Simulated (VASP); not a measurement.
# SiO2 (P6_422) in VASP: a series of runs, part 2 of 3

VASP 6.6.1.

### Step 3. Single point, PBE (strain +0.015 along x and y, +0.015 along z)

Contents of INCAR:

```
ALGO     = Normal         # electronic algorithm
EDIFF    = 1E-6           # SCF threshold, eV
ENCUT    = 520            # plane-wave cutoff, eV
GGA      = PE             # functional
ISIF     = 2              # what is computed and relaxed
ISMEAR   = 0              # smearing method
LASPH    = T              # aspherical terms in the spheres
LCHARG   = F              # write CHGCAR
LREAL    = F              # projectors in reciprocal space
LWAVE    = F              # write WAVECAR
NBANDS   = 34             # bands
NELM     = 60             # most SCF steps
PREC     = Accurate       # precision mode
SIGMA    = 0.05           # smearing width, eV
```

Contents of KPOINTS:

```
k-points
0
Gamma
  6 6 4
```

Contents of POSCAR:

```
SiO2
1.0
    5.1819585999      0.0000000000      0.0000000000
   -2.5909793000      4.4877077888      0.0000000000
    0.0000000000      0.0000000000      5.6688224979
Si O
3 6
Direct
    0.0000000000      0.5000000000      0.3333333333
    0.5000000000      0.5000000000      0.6666666667
    0.5000000000      0.0000000000      0.0000000000
    0.5839605948      0.7919802974      0.8333333333
    0.7919802974      0.5839605948      0.5000000000
    0.7919802974      0.2080197026      0.1666666667
    0.4160394052      0.2080197026      0.8333333333
    0.2080197026      0.4160394052      0.5000000000
    0.2080197026      0.7919802974      0.1666666667
```

Potentials or basis: VASP PAW PBE potentials, release 64 (Si, O).

The run is started by

```bash
> cat potpaw_PBE.64/Si/POTCAR potpaw_PBE.64/O/POTCAR > POTCAR
> mpirun -np 1 vasp_std > vasp.out
```

OUTCAR:

```text
EDIFF = 1E-6
   ENCUT = 520
   GGA = PE
   ISIF = 2
   ISMEAR = 0
   LASPH = T
   LREAL = F
   NELM = 60
   PREC = Accurate

 ion  position               nearest neighbor table
   1  0.000  0.500  0.333-   6 1.65   9 1.65   8 1.65   5 1.65
   2  0.500  0.500  0.667-   4 1.65   7 1.65   5 1.65   8 1.65
   3  0.500  0.000  0.000-   6 1.65   9 1.65   7 1.65   4 1.65
   4  0.584  0.792  0.833-   2 1.65   3 1.65
   5  0.792  0.584  0.500-   2 1.65   1 1.65
   6  0.792  0.208  0.167-   1 1.65   3 1.65
   7  0.416  0.208  0.833-   2 1.65   3 1.65
   8  0.208  0.416  0.500-   2 1.65   1 1.65
   9  0.208  0.792  0.167-   1 1.65   3 1.65

  LATTYP: Found a hexagonal cell.
 ALAT       =     5.1819585999
 C/A-ratio  =     1.0939536449

  Lattice vectors:

 A1 = (   5.1819585999,   0.0000000000,   0.0000000000)
 A2 = (  -2.5909793000,   4.4877077888,   0.0000000000)
 A3 = (   0.0000000000,   0.0000000000,   5.6688224979)

Analysis of symmetry for initial positions (statically):
=====================================================================
 Subroutine PRICEL returns:
 Original cell was already a primitive cell.

 Routine SETGRP: Setting up the symmetry group for a
 hexagonal supercell.

 Subroutine GETGRP returns: Found 12 space group operations
 (whereof  4 operations were pure point group operations)
 out of a pool of 24 trial point group operations.

The static configuration has the point symmetry D_2 .
 The point group associated with its full space group is D_6 .

Analysis of symmetry for dynamics (positions and initial velocities):
=====================================================================
 Subroutine PRICEL returns:
 Original cell was already a primitive cell.
[... 141 lines left out ...]
  Fermi-wavevector in a.u.,A,eV,Ry     =   1.169010  2.209108 18.593500  1.366584
  Thomas-Fermi vector in A             =   2.305488
   LORBIT       =      0    0 simple, 1 ext, 2 COOP (PROOUT), +10 PAW based schemes
   GGA     = PE    functional components
   LHFCALC =     F    Hartree Fock is set to
   AEXX    =    0.0000 exact exchange contribution
   IVDW    =     0    specifies the selected vdW correction
   LEPSILON=     F    determine dielectric tensor
   LRPA    =     F    only Hartree local field effects (RPA)
 non-spin polarized calculation
 Gauss-broadening in eV      SIGMA  =   0.05
  energy-cutoff  :      520.00
  volume of cell :      131.83
 maximum number of plane-waves:      3568
 NGX is ok and might be reduce to    40
   NGX = 19   NGY = 19   NGZ = 21

 number of electron      47.9999998 magnetization

 Free energy of the ion-electron system (eV)
  ---------------------------------------------------
  ext. energy  EPLUGINS =         0.00000000
  ---------------------------------------------------
  free energy    TOTEN  =       -71.00330202 eV

  energy without entropy =      -71.00330202  energy(sigma->0) =      -71.00330202

 E-fermi :   0.3224     XC(G=0):  -8.4360

 val. band max:        0.0369465810   @ k =   0.5000  -0.0000   0.0000
 cond. band min:       5.2605255390   @ k =   0.0000   0.0000   0.0000
 fundamental gap:      5.2235789581
 Fermi energy:         0.3223827114

 k-point     1 :       0.0000    0.0000    0.0000
  band No.  band energies     occupation
      1     -19.0177      2.00000
      2     -17.6846      2.00000
      3     -17.6846      2.00000
      4     -17.1372      2.00000
      5     -17.1088      2.00000
      6     -17.1088      2.00000
[... 766 lines left out ...]
     33      11.1696      0.00000
     34      11.1887      0.00000

------------------------ aborting loop because EDIFF is reached ----------------------------------------

  FORCE on cell =-STRESS in cart. coord.  units (eV):
  Direction    XX          YY          ZZ          XY          YZ          ZX
  --------------------------------------------------------------------------------------
  -------------------------------------------------------------------------------------
  Total       -5.7871613     -5.7871613     -5.7874840      0.0000000      0.0000000      0.0000000
  in kB      -70.3339161    -70.3339161    -70.3378389      0.0000000      0.0000000      0.0000000
  external PRESSURE =     -70.3352237 kB  Pullay stress =       0.0000000 kB

 VOLUME and BASIS-vectors are now :
 -----------------------------------------------------------------------------
  energy-cutoff  :      520.00
  volume of cell :      131.83
      direct lattice vectors                 reciprocal lattice vectors
     5.181958600  0.000000000  0.000000000     0.192977227  0.111415454  0.000000000
    -2.590979300  4.487707789  0.000000000     0.000000000  0.222830908  0.000000000
     0.000000000  0.000000000  5.668822498     0.000000000  0.000000000  0.176403477

 POSITION                                       TOTAL-FORCE (eV/Angst)
 -----------------------------------------------------------------------------------
     -1.29549      2.24385      1.88961         0.000000     -0.000000     -0.000000
      1.29549      2.24385      3.77921         0.000000     -0.000000     -0.000000
      2.59098      0.00000      0.00000         0.000000     -0.000000      0.000000
      0.97406      3.55418      4.72402        -0.271719     -0.156877      0.000000
      2.59098      2.62064      2.83441         0.000000     -0.313754     -0.000000
      3.56503      0.93353      0.94480        -0.271719      0.156877      0.000000
      1.61692      0.93353      4.72402         0.271719      0.156877      0.000000
     -0.00000      1.86706      2.83441        -0.000000      0.313754     -0.000000
     -0.97406      3.55418      0.94480         0.271719     -0.156877      0.000000
 -----------------------------------------------------------------------------------
    total drift:                               -0.000000      0.000000     -0.000001

  FREE ENERGIE OF THE ION-ELECTRON SYSTEM (eV)
  ---------------------------------------------------
  free  energy   TOTEN  =       -71.0033020202 eV

  energy  without entropy=      -71.0033020202  energy(sigma->0) =      -71.00330202
```

OSZICAR:

```text
N       E                     dE             d eps       ncg     rms          rms(c)
DAV:   1     0.288609686993E+03    0.28861E+03   -0.24502E+04  1428   0.128E+03
DAV:   2    -0.585958591765E+02   -0.34721E+03   -0.33576E+03  1874   0.297E+02
DAV:   3    -0.801497260238E+02   -0.21554E+02   -0.21452E+02  1832   0.785E+01
DAV:   4    -0.804034011773E+02   -0.25368E+00   -0.25338E+00  1768   0.958E+00
DAV:   5    -0.804073765153E+02   -0.39753E-02   -0.39730E-02  1810   0.118E+00    0.239E+01
DAV:   6    -0.709513882326E+02    0.94560E+01   -0.35749E+01  1640   0.313E+01    0.113E+01
DAV:   7    -0.709888653692E+02   -0.37477E-01   -0.95219E-01  1664   0.479E+00    0.414E+00
DAV:   8    -0.709894289499E+02   -0.56358E-03   -0.36639E-02  1812   0.148E+00    0.169E+00
DAV:   9    -0.710014642955E+02   -0.12035E-01   -0.25854E-02  1550   0.119E+00    0.350E-01
DAV:  10    -0.710034432259E+02   -0.19789E-02   -0.44201E-03  1668   0.337E-01    0.120E-01
DAV:  11    -0.710032888109E+02    0.15441E-03   -0.12432E-03  1752   0.201E-01    0.231E-02
DAV:  12    -0.710032992888E+02   -0.10478E-04   -0.30621E-05  1728   0.308E-02    0.219E-02
DAV:  13    -0.710033018916E+02   -0.26029E-05   -0.16139E-05  1592   0.221E-02    0.278E-03
DAV:  14    -0.710033020202E+02   -0.12856E-06   -0.70608E-07  1312   0.496E-03
   1 F= -.71003302E+02 E0= -.71003302E+02  d E =-.632384E-17
```

stdout:

```text
POSCAR found type information on POSCAR SiO
 POSCAR found :  2 types and       9 ions
 scaLAPACK will be used
 LDA part: xc-table for (Slater+PW92), standard interpolation
 POSCAR, INCAR and KPOINTS ok, starting setup
 FFT: planning ... GRIDC
 FFT: planning ... GRID_SOFT
 FFT: planning ... GRID
 WAVECAR not read
 entering main loop
```

It took 1.9 min on 1 thread of Intel Xeon 8259CL, shared host; peak memory 0.27 GiB.

What came out:

```yaml
Free_energy: -71.0033 eV
Pressure: -7.0 GPa
Largest_force: 0.314 eV/Å
Band_gap_on_the_k_mesh: 5.22 eV (least direct gap 5.39 eV)
```

Forces in eV/Å, atoms in the order of the input:
```
Si   0.000  0.000  0.000
Si   0.000  0.000  0.000
Si   0.000  0.000  0.000
O   -0.272 -0.157  0.000
O    0.000 -0.314  0.000
O   -0.272  0.157  0.000
O    0.272  0.157  0.000
O    0.000  0.314  0.000
O    0.272 -0.157  0.000
```

Caveat: the cell differs from its parent crystal (strain +0.015 along x and y, +0.015 along z); the cell stands under tension. A k mesh can miss the band edges.

(Continued in part 3 of 3.)
